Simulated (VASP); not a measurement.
A run of VASP 6.6.1:

INCAR

```
PREC = Accurate
ENCUT = 520
EDIFF = 1E-6
ISMEAR = 0
SIGMA = 0.05
LREAL = False
LASPH = True
NELM = 100
ALGO = Normal
ISIF = 2
LWAVE = False
LCHARG = False
GGA = PE
NBANDS = 26
```

Contents of KPOINTS:

```
regular mesh
0
Gamma
  12 12 4
```

The input POSCAR:

```
SiC
1.0
    3.0941201807      0.0000000000      0.0000000000
   -1.5470600903      2.6795866789      0.0000000000
    0.0000000000      0.0000000000     10.1293391985
Si C
4 4
Direct
    0.6666666667      0.3333333333      0.9378441878
    0.3333333333      0.6666666667      0.4378441878
   -0.1018060003     -0.1018060003      0.6878995565
    0.0000000000      0.0000000000      0.1878995565
    0.6666666667      0.3333333333      0.7498074459
    0.3333333333      0.6666666667      0.2498074459
    0.0000000000      0.0000000000      0.5004478098
    0.0000000000      0.0000000000      0.0004478098
```

Potentials or basis: VASP PAW PBE potentials, release 64 (Si, C).

Run with:

```bash
$ cat potpaw_PBE.64/Si/POTCAR potpaw_PBE.64/C/POTCAR > POTCAR
$ mpirun -np 1 vasp_std > vasp.out
```

Hardware: 1 thread of Intel(R) Xeon(R) Platinum 8488C (Sapphire Rapids), with other jobs on the host.

Estimate the wall time of this run.

Run time: 4.8 min on 1 thread of Intel(R) Xeon(R) Platinum 8488C (Sapphire Rapids) (shared host), peak memory 0.54 GiB. Counts: scf iterations 14, k points 292.
